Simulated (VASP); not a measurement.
# Rh (P6_3/mmc) in VASP: notebook, part 3 of 3

VASP 6.6.1. The steps go on from the part before.

### Step 5. Single point, PBEsol

This run uses another cell than the first one, of 14.73 Å³/atom, 1.096 times its volume.

INCAR reads:

```
SYSTEM = Rh
  PREC = Accurate
  ENCUT = 520
  EDIFF = 1E-6
  ISMEAR = -1
  SIGMA = 0.05
  LREAL = .FALSE.
  LASPH = .TRUE.
  NELM = 100
  ALGO = Normal
  ISIF = 2
  LWAVE = .FALSE.
  LCHARG = .FALSE.
  GGA = PS
  NBANDS = 22
```

KPOINTS reads:

```
Automatic mesh
0
G
  12 12 7
  0 0 0
```

POSCAR reads:

```
Rh
1.0
    2.7580211646      0.0000000000      0.0000000000
   -1.3790105823      2.3885183547      0.0000000000
    0.0000000000      0.0000000000      4.4723392874
Rh
2
Direct
    0.6666666667      0.3333333333      0.7500000000
    0.3333333333      0.6666666667      0.2500000000
```

Potentials or basis: VASP PAW PBE potentials, release 64 (Rh_pv).

The run is started by

```sh
$ cat potpaw_PBE.64/Rh_pv/POTCAR > POTCAR
$ mpirun -np 1 vasp_std > vasp.out
```

OUTCAR:

```text
SYSTEM = Rh
   PREC = Accurate
   ENCUT = 520
   EDIFF = 1E-6
   ISMEAR = -1
   LREAL = .FALSE.
   LASPH = .TRUE.
   NELM = 100
   ISIF = 2
   GGA = PS

 ion  position               nearest neighbor table
   1  0.667  0.333  0.750-   2 2.75   2 2.75   2 2.75   2 2.75   2 2.75   2 2.75
   2  0.333  0.667  0.250-   1 2.75   1 2.75   1 2.75   1 2.75   1 2.75   1 2.75

  LATTYP: Found a hexagonal cell.
 ALAT       =     2.7580211646
 C/A-ratio  =     1.6215754052

  Lattice vectors:

 A1 = (   2.7580211646,   0.0000000000,   0.0000000000)
 A2 = (  -1.3790105823,   2.3885183547,   0.0000000000)
 A3 = (   0.0000000000,   0.0000000000,   4.4723392874)

Analysis of symmetry for initial positions (statically):
=====================================================================
 Subroutine PRICEL returns:
 Original cell was already a primitive cell.

 Routine SETGRP: Setting up the symmetry group for a
 hexagonal supercell.

 Subroutine GETGRP returns: Found 24 space group operations
 (whereof 12 operations were pure point group operations)
 out of a pool of 24 trial point group operations.

The static configuration has the point symmetry D_3d.
[... 160 lines left out ...]

  energy without entropy =      -16.02190427  energy(sigma->0) =      -16.03718036

 E-fermi :  10.6259     XC(G=0): -13.7767

 val. band max:       10.6226612133   @ k =   0.4167   0.1667   0.1429
 cond. band min:      10.6355182492   @ k =   0.0833   0.0000   0.4286
 fundamental gap:      0.0128570359
 Fermi energy:        10.6259055854

 k-point     1 :       0.0000    0.0000    0.0000
  band No.  band energies     occupation
      1     -36.2686      2.00000
      2     -35.7504      2.00000
      3     -35.7504      2.00000
      4     -35.6798      2.00000
      5     -35.6659      2.00000
      6     -35.6659      2.00000
[... 589 lines left out ...]
     21      25.4392      0.00000
     22      25.7583      0.00000

 [... further k-points ...]

------------------------ aborting loop because EDIFF is reached ----------------------------------------

  FORCE on cell =-STRESS in cart. coord.  units (eV):
  Direction    XX          YY          ZZ          XY          YZ          ZX
  --------------------------------------------------------------------------------------
  -------------------------------------------------------------------------------------
  Total       -3.5864164     -3.5864223     -3.7254545     -0.0000000     -0.0000000     -0.0000000
  in kB     -195.0340184   -195.0343388   -202.5950967     -0.0000000     -0.0000000     -0.0000000
  external PRESSURE =    -197.5544846 kB  Pullay stress =       0.0000000 kB

 VOLUME and BASIS-vectors are now :
 -----------------------------------------------------------------------------
  energy-cutoff  :      520.00
  volume of cell :       29.46
      direct lattice vectors                 reciprocal lattice vectors
     2.758021165  0.000000000  0.000000000     0.362578798  0.209334795  0.000000000
    -1.379010582  2.388518355  0.000000000     0.000000000  0.418669590  0.000000000
     0.000000000  0.000000000  4.472339287     0.000000000  0.000000000  0.223596632

 POSITION                                       TOTAL-FORCE (eV/Angst)
 -----------------------------------------------------------------------------------
      1.37901      0.79617      3.35425        -0.000000      0.000000      0.000000
     -0.00000      1.59235      1.11808         0.000000      0.000000      0.000000
 -----------------------------------------------------------------------------------
    total drift:                                0.000000     -0.000000      0.000000

  FREE ENERGIE OF THE ION-ELECTRON SYSTEM (eV)
  ---------------------------------------------------
  free  energy   TOTEN  =       -16.0524564599 eV

  energy  without entropy=      -16.0219042653  energy(sigma->0) =      -16.03718036
```

OSZICAR:

```text
N       E                     dE             d eps       ncg     rms          rms(c)
DAV:   1     0.324423724396E+03    0.32442E+03   -0.19034E+04  3352   0.157E+03
DAV:   2    -0.101822413595E+02   -0.33461E+03   -0.32328E+03  3512   0.470E+02
DAV:   3    -0.172736805322E+02   -0.70914E+01   -0.70508E+01  3926   0.772E+01
DAV:   4    -0.173204203726E+02   -0.46740E-01   -0.46736E-01  3780   0.634E+00
DAV:   5    -0.173211448046E+02   -0.72443E-03   -0.72443E-03  3932   0.818E-01    0.133E+01
DAV:   6    -0.160883917615E+02    0.12328E+01   -0.30872E+00  3662   0.184E+01    0.375E+00
DAV:   7    -0.160603780851E+02    0.28014E-01   -0.36475E-02  3842   0.160E+00    0.192E+00
DAV:   8    -0.160528647580E+02    0.75133E-02   -0.78034E-03  3604   0.102E+00    0.311E-01
DAV:   9    -0.160524458769E+02    0.41888E-03   -0.36938E-04  3926   0.231E-01    0.285E-02
DAV:  10    -0.160524565681E+02   -0.10691E-04   -0.57475E-06  3756   0.237E-02    0.525E-03
DAV:  11    -0.160524564599E+02    0.10815E-06   -0.46234E-07  2356   0.664E-03
   1 F= -.16052456E+02 E0= -.16037180E+02  d E =-.305522E-01
```

Run time: 21 s. Hardware: 1 thread of Intel Xeon 6975P-C, shared host; peak memory 0.18 GiB.

What came out:

```yaml
Free_energy: -16.0525 eV
Pressure: -19.8 GPa
Band_gap_on_the_k_mesh: zero (band 15 reaches 11.17 eV, above the bottom of band 16 at 9.00 eV)
```

Stress tensor (GPa, compression positive):
```
-19.50   0.00   0.00
  0.00 -19.50   0.00
  0.00   0.00 -20.26
```

Levels at points of the mesh, in eV from the Fermi level:
```csv
k point,band 11,band 12,band 13,band 14,band 15,band 16,band 17,band 18,band 19,band 20
"(0.00, 0.00, 0.00)",-2.74,-2.28,-2.28,-1.72,-1.72,0.12,0.12,0.70,7.87,15.81
"(0.50, 0.00, 0.00)",-2.47,-2.05,-1.98,0.38,0.54,0.65,2.79,4.75,9.76,10.20
```

Caveat: the PAW data sets were made with another functional, which shifts forces and pressure a little.

### Step 6. Single point, PBEsol

This run uses another cell than the first one, of 15.16 Å³/atom, 1.128 times its volume.

INCAR reads:

```
PREC = Accurate
ENCUT = 520
EDIFF = 1E-6
ISMEAR = -1
SIGMA = 0.05
LREAL = False
LASPH = True
NELM = 80
ALGO = Normal
ISIF = 2
LWAVE = False
LCHARG = False
GGA = PS
NBANDS = 22
```

KPOINTS reads:

```
Automatic mesh
0
Gamma
  12 12 7
```

POSCAR reads:

```
Rh
1.0
    2.7845422258      0.0000000000      0.0000000000
   -1.3922711129      2.4114862863      0.0000000000
    0.0000000000      0.0000000000      4.5153451880
Rh
2
Direct
    0.6666666667      0.3333333333      0.7500000000
    0.3333333333      0.6666666667      0.2500000000
```

Potentials or basis: VASP PAW PBE potentials, release 64 (Rh_pv).

The run is started by

```sh
$ cat potpaw_PBE.64/Rh_pv/POTCAR > POTCAR
$ mpirun -np 1 vasp_std > vasp.out
```

It took 24 s on 1 thread of Intel Xeon 6975P-C, shared host; peak memory 0.18 GiB.

It converged, with:

| Item | Value |
| --- | --- |
| Free energy | -15.9341 eV |
| Pressure | -24.6 GPa |
| Band gap on the k mesh | zero (band 15 reaches 10.65 eV, above the bottom of band 16 at 8.59 eV) |

Stress tensor (GPa, compression positive):
```
-24.29   0.00   0.00
  0.00 -24.29   0.00
  0.00   0.00 -25.21
```

Levels at points of the mesh, in eV from the Fermi level:
| k point | band 13 | band 14 | band 15 | band 16 | band 17 | band 18 |
| --- | --- | --- | --- | --- | --- | --- |
| (0.00, 0.00, 0.00) | -2.17 | -1.64 | -1.64 | 0.11 | 0.11 | 0.74 |
| (0.50, 0.00, 0.00) | -1.89 | 0.36 | 0.51 | 0.62 | 2.72 | 4.62 |

Caveat: the PAW data sets were made with another functional, which shifts forces and pressure a little.

### Step 7. Overview

| cell | gap on the mesh (eV) | pressure (GPa) |
| --- | --- | --- |
| a = 2.675, b = 2.675, c = 4.338 Å, angles 90.0, 90.0, 120.0°, 2 atoms | none | 2.3 |
| a = 2.703, b = 2.703, c = 4.384 Å, angles 90.0, 90.0, 120.0°, 2 atoms | none | -6.6 |
| a = 2.731, b = 2.731, c = 4.428 Å, angles 90.0, 90.0, 120.0°, 2 atoms | none | -13.8 |
| a = 2.758, b = 2.758, c = 4.472 Å, angles 90.0, 90.0, 120.0°, 2 atoms | none | -19.8 |
| a = 2.785, b = 2.785, c = 4.515 Å, angles 90.0, 90.0, 120.0°, 2 atoms | none | -24.6 |

Alike in all rows: task single point; level PBEsol; potentials or basis VASP PAW PBE potentials, release 64 (Rh_pv); no spin polarisation; k mesh 12 × 12 × 7; cutoff (eV) 520; smearing fermi-dirac 0.05 eV.

Caveats: the PAW data sets were made with another functional, which shifts forces and pressure a little.

Absolute energies hang on the potentials; compare differences alone.
